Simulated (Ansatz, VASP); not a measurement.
## One calculation of AlRu, two programs

```
Ru Al
1.0
     0.00000    2.12449    2.12449
     2.12449    0.00000    2.12449
     2.12449    2.12449    0.00000
Ru Al
1 1
Direct
  0.00000 0.00000 0.00000
  0.50000 0.50000 0.50000
```

Change from the starting cell: volume scaled by 0.64, LAPW.

Alike in both runs: task single point; functional PBEsol; k mesh 14 × 14 × 14; occupations fermi-dirac, width 0.05 eV; no spin polarisation.

|  | VASP | Ansatz |
| --- | --- | --- |
| version | VASP 6.6.1 | Ansatz 0.2.0 |
| potentials or method | VASP PAW PBE potentials, release 64 (Ru_pv, Al), cutoff 520 eV | all-electron LAPW, scalar-relativistic |

|  | VASP | Ansatz | Ansatz less VASP |
| --- | --- | --- | --- |
| pressure (GPa) | 178.6 | 176.2 | -2.48 |

VASP's potentials were made for PBE, not for PBEsol. Both programs put the cell under a high pressure, so it lies far from rest at this level. Ansatz ran all-electron here, and VASP with PAW potentials.

Noted on VASP's run: the cell as given lies far from equilibrium.
